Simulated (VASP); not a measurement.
A run of VASP 6.6.1:

Contents of INCAR:

```
SYSTEM = MnHg
  ALGO = Normal
  EDIFF = 1E-6
  ENCUT = 520
  GGA = PS
  ISIF = 2
  ISMEAR = 0
  ISPIN = 2
  LASPH = .True.
  LCHARG = .False.
  LMAXMIX = 4
  LORBIT = 11
  LREAL = .False.
  LWAVE = .False.
  MAGMOM = 4 0
  NBANDS = 24
  NELM = 150
  PREC = Accurate
  SIGMA = 0.1
```

File KPOINTS:

```
k-points
0
Gamma
  12 12 12
  0 0 0
```

Contents of POSCAR:

```
MnHg
1.0
    3.2701972106      0.0000000000      0.0000000000
    0.0000000000      3.2701972106      0.0000000000
    0.0000000000      0.0000000000      3.2701972106
Mn Hg
1 1
Direct
    0.5000000000      0.5000000000      0.5000000000
    0.0000000000      0.0000000000      0.0000000000
```

Potentials or basis: VASP PAW PBE potentials, release 64 (Mn_pv, Hg).

Launch:

```console
$ cat potpaw_PBE.64/Mn_pv/POTCAR potpaw_PBE.64/Hg/POTCAR > POTCAR
$ mpirun -np 1 vasp_std > vasp.out
```

Hardware: 1 thread of Intel Xeon 8259CL, on a shared host.

Estimate the wall time of this run.

It took 110 s on 1 thread of Intel Xeon 8259CL, with other jobs on the host, peak memory 0.23 GiB. Counts: scf iterations 14, k points 84.
